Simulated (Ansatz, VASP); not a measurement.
# SiGe2: VASP beside Ansatz

```
Si Ge
1.0
     0.00000    3.06088    3.06088
     3.06088    0.00000    3.06088
     3.06088    3.06088    0.00000
Si Ge
1 2
Direct
  0.00000 0.00000 0.00000
  0.75000 0.75000 0.75000
  0.25000 0.25000 0.25000
```

Alike in both runs: functional PBEsol; k mesh 12 × 12 × 12; occupations fermi-dirac, width 0.15 eV; no spin polarisation.

Ansatz relaxed the structure, and its values are those at the end. VASP's run is a single point on that final structure, the one shown.

|  | VASP | Ansatz |
| --- | --- | --- |
| version | VASP 6.6.1 | Ansatz 0.2.0 |
| potentials or method | VASP PAW PBE potentials, release 64 (Si, Ge_d), cutoff 520 eV | scalar-relativistic, plane waves, PAW |
| valence electrons in the cell | 32 | 32 |

|  | VASP | Ansatz | Ansatz less VASP |
| --- | --- | --- | --- |
| gap on the k mesh at the Fermi level (eV) | none | none | - |
| pressure (GPa) | 0.0 | 0.0 | +0.01 |

VASP's potentials were made for PBE, not for PBEsol. A gap of «none» marks a metal or a gap that the smearing closes. With one functional, cell and mesh, what is left measures potentials, basis and numerics.
